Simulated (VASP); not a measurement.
# BN (R3m) in VASP: a series of runs, part 2 of 2

VASP 6.6.1. The steps go on from the part before.

### 3 Single point, PBEsol

Input file INCAR:

```
PREC = Accurate
ENCUT = 520
EDIFF = 1E-7
ISMEAR = -1
SIGMA = 0.01
LREAL = F
LASPH = T
NELM = 100
ALGO = Normal
ISIF = 2
LWAVE = F
LCHARG = T
GGA = PS
LELF = T
LVHAR = T
NBANDS = 11
```

Input file KPOINTS:

```
regular mesh
0
Gamma
  12 12 12
```

Input file POSCAR:

```
BN
1.0
    1.2511217832      0.7223354983      3.3729344033
   -1.2511217832      0.7223354983      3.3729344033
    0.0000000000     -1.4446709966      3.3729344033
N B
1 1
Direct
    0.6672382000      0.6672382000      0.6672382000
    0.0003288000      0.0003288000      0.0003288000
```

Potentials or basis: VASP PAW PBE potentials, release 64 (N, B).

The run is started by

```
$ cat potpaw_PBE.64/N/POTCAR potpaw_PBE.64/B/POTCAR > POTCAR
$ mpirun -np 1 vasp_std > vasp.out
```

OUTCAR:

```text
PREC = Accurate
   ENCUT = 520
   EDIFF = 1E-7
   ISMEAR = -1
   LREAL = F
   LASPH = T
   NELM = 100
   ISIF = 2
   GGA = PS

 ion  position               nearest neighbor table
   1  0.667  0.667  0.667-   2 1.44   2 1.44   2 1.44
   2  0.000  0.000  0.000-   1 1.44   1 1.44   1 1.44

  LATTYP: Found a trigonal (rhomboedric) cell.
 ALAT       =     3.6692997666
 COS(alpha) =     0.7674786797

  Lattice vectors:

 A1 = (   1.2511217832,   0.7223354983,   3.3729344033)
 A2 = (  -1.2511217832,   0.7223354983,   3.3729344033)
 A3 = (   0.0000000000,  -1.4446709966,   3.3729344033)

Analysis of symmetry for initial positions (statically):
=====================================================================
 Subroutine PRICEL returns:
 Original cell was already a primitive cell.

 Routine SETGRP: Setting up the symmetry group for a
 trigonal (rhombohedral) supercell.

 Subroutine GETGRP returns: Found  6 space group operations
 (whereof  6 operations were pure point group operations)
 out of a pool of 12 trial point group operations.

The static configuration has the point symmetry C_3v.

Analysis of symmetry for dynamics (positions and initial velocities):
=====================================================================
 Subroutine PRICEL returns:
 Original cell was already a primitive cell.

 Routine SETGRP: Setting up the symmetry group for a
 trigonal (rhombohedral) supercell.

 Subroutine GETGRP returns: Found  6 space group operations
 (whereof  6 operations were pure point group operations)
 out of a pool of 12 trial point group operations.

The dynamic configuration has the point symmetry C_3v.

 Subroutine INISYM returns: Found  6 space group operations
 (whereof  6 operations are pure point group operations),
 and found     1 'primitive' translations

----------------------------------------------------------------------------------------
[... 113 lines left out ...]
     AMIX_MAG =   1.60;   BMIX_MAG =  1.00
  volume/ion in A,a.u.               =       9.14        61.71
  Fermi-wavevector in a.u.,A,eV,Ry     =   1.242717  2.348395 21.012099  1.544346
  Thomas-Fermi vector in A             =   2.377059
   LORBIT       =      0    0 simple, 1 ext, 2 COOP (PROOUT), +10 PAW based schemes
   GGA     = PS    functional components
   LHFCALC =     F    Hartree Fock is set to
   AEXX    =    0.0000 exact exchange contribution
   IVDW    =     0    specifies the selected vdW correction
   LEPSILON=     F    determine dielectric tensor
   LRPA    =     F    only Hartree local field effects (RPA)
 non-spin polarized calculation
  energy-cutoff  :      520.00
  volume of cell :       18.29
 maximum number of plane-waves:       517
   NGX = 13   NGY = 13   NGZ = 13

 number of electron       8.0000000 magnetization

 Free energy of the ion-electron system (eV)
  ---------------------------------------------------
  ext. energy  EPLUGINS =         0.00000000
  ---------------------------------------------------
  free energy    TOTEN  =       -18.28456279 eV

  energy without entropy =      -18.28456279  energy(sigma->0) =      -18.28456279

 E-fermi :   2.2443     XC(G=0): -10.2084

 val. band max:        2.0484392846   @ k =  -0.3333   0.3333   0.0000
 cond. band min:       6.2264832735   @ k =   0.5000   0.5000  -0.0000
 fundamental gap:      4.1780439889
 Fermi energy:         2.2442917659

 k-point     1 :       0.0000    0.0000    0.0000
  band No.  band energies     occupation
      1     -15.6883      2.00000
      2      -2.1555      2.00000
      3       0.7877      2.00000
      4       0.7877      2.00000
      5       7.0182      0.00000
      6      13.6897      0.00000
      7      13.6897      0.00000
      8      15.1651      0.00000
      9      16.7695      0.00000
     10      27.7329      0.00000
     11      29.7586      0.00000
[... 309 lines left out ...]
 k-point    24 :      -0.4167    0.1667    0.0000
  band No.  band energies     occupation
      1     -12.2097      2.00000
      2      -6.5652      2.00000
      3      -3.3584      2.00000
      4       1.7263      2.00000
      5       7.1645      0.00000
      6      13.4627      0.00000
      7      15.4399      0.00000
      8      16.2845      0.00000
      9      19.6374      0.00000
     10      22.9602      0.00000
     11      25.0678      0.00000

 [... further k-points ...]
[... 5 lines left out ...]
  --------------------------------------------------------------------------------------
  -------------------------------------------------------------------------------------
  Total        0.1558941      0.1558941      0.0378159      0.0000000      0.0000000      0.0000000
  in kB       13.6565972     13.6565972      3.3127358      0.0000000      0.0000000      0.0000000
  external PRESSURE =      10.2086434 kB  Pullay stress =       0.0000000 kB

 VOLUME and BASIS-vectors are now :
 -----------------------------------------------------------------------------
  energy-cutoff  :      520.00
  volume of cell :       18.29
      direct lattice vectors                 reciprocal lattice vectors
     1.251121783  0.722335498  3.372934403     0.399641351  0.230733042  0.098825916
    -1.251121783  0.722335498  3.372934403    -0.399641351  0.230733042  0.098825916
     0.000000000 -1.444670997  3.372934403     0.000000000 -0.461466083  0.098825916

 POSITION                                       TOTAL-FORCE (eV/Angst)
 -----------------------------------------------------------------------------------
      0.00000      0.00000      6.75165         0.000000      0.000000     -0.002637
      0.00000      0.00000      0.00333         0.000000     -0.000000      0.002637
 -----------------------------------------------------------------------------------
    total drift:                               -0.000000      0.000000      0.000066

  FREE ENERGIE OF THE ION-ELECTRON SYSTEM (eV)
  ---------------------------------------------------
  free  energy   TOTEN  =       -18.2845627885 eV

  energy  without entropy=      -18.2845627885  energy(sigma->0) =      -18.28456279
```

OSZICAR:

```text
N       E                     dE             d eps       ncg     rms          rms(c)
DAV:   1     0.131569443232E+02    0.13157E+02   -0.45610E+03  4222   0.679E+02
DAV:   2    -0.192298666677E+02   -0.32387E+02   -0.31171E+02  4909   0.160E+02
DAV:   3    -0.200135993067E+02   -0.78373E+00   -0.78262E+00  5058   0.231E+01
DAV:   4    -0.200158709464E+02   -0.22716E-02   -0.22716E-02  4626   0.139E+00
DAV:   5    -0.200158803112E+02   -0.93648E-05   -0.93648E-05  5068   0.795E-02    0.781E+00
DAV:   6    -0.184857165366E+02    0.15302E+01   -0.48838E+00  4706   0.122E+01    0.363E+00
DAV:   7    -0.183267264600E+02    0.15899E+00   -0.23284E-01  4887   0.355E+00    0.219E+00
DAV:   8    -0.182841860366E+02    0.42540E-01   -0.10893E-01  4998   0.200E+00    0.239E-01
DAV:   9    -0.182842713286E+02   -0.85292E-04   -0.24514E-03  4590   0.398E-01    0.131E-01
DAV:  10    -0.182845433633E+02   -0.27203E-03   -0.41093E-04  4652   0.146E-01    0.221E-02
DAV:  11    -0.182845628767E+02   -0.19513E-04   -0.37083E-05  5009   0.404E-02    0.192E-02
DAV:  12    -0.182845627046E+02    0.17208E-06   -0.76203E-06  4638   0.180E-02    0.135E-03
DAV:  13    -0.182845627885E+02   -0.83930E-07   -0.26552E-07  4970   0.468E-03
   1 F= -.18284563E+02 E0= -.18284563E+02  d E =-.167782E-10
```

Wall time 53 s (1 thread of Intel Xeon 6975P-C, shared host); peak memory 0.17 GiB.

Results:

```
Free energy            : -18.2846 eV
Pressure               : 1.0 GPa
Band gap on the k mesh : 4.18 eV, indirect (least direct gap 4.63 eV)
```

Forces in eV/Å, atoms in the order of the input:
```
N    0.000  0.000 -0.003
B    0.000  0.000  0.003
```

Caveat: the PAW data sets were made with another functional, which shifts forces and pressure a little. PBEsol gaps usually lie below the measured ones, often by a third to a half.
